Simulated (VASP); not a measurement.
HfO2: single point with PBEsol

HfO2:

```
Hf O
1.0
     0.00000    2.60766    2.60766
     2.60766    0.00000    2.60766
     2.60766    2.60766    0.00000
Hf O
1 2
Direct
  0.00000 0.00000 0.00000
  0.75000 0.75000 0.75000
  0.25000 0.25000 0.25000
```

```yaml
Program: VASP 6.6.1
Task: single point
Functional: PBEsol
Potentials_or_basis: VASP PAW PBE potentials, release 64 (Hf_pv, O)
Cutoff: 520 eV
k_mesh: 9 × 9 × 9
Occupations: fermi-dirac, width 0.05 eV
Spin: no spin polarisation
```

```yaml
Pressure: -24.4 GPa
Band_gap_on_the_k_mesh: 3.55 eV, indirect (least direct gap 3.66 eV)
```

Levels at points of the mesh, in eV from the valence-band top:
```tsv
k point	band 7	band 8	band 9	band 10	band 11	band 12	band 13	band 14	band 15	band 16
(0.00, 0.00, 0.00)	-4.85	-4.85	-0.53	-0.53	-0.53	3.62	3.62	5.03	9.44	9.44
```

It took 52 s on 1 thread of AMD EPYC 7R13, on a shared host, peak memory 0.14 GiB.

Caveat: the PAW data sets were made with another functional, which shifts forces and pressure a little; spin-orbit coupling is left out, which moves the levels of the heavy elements. A k mesh can miss the band edges.
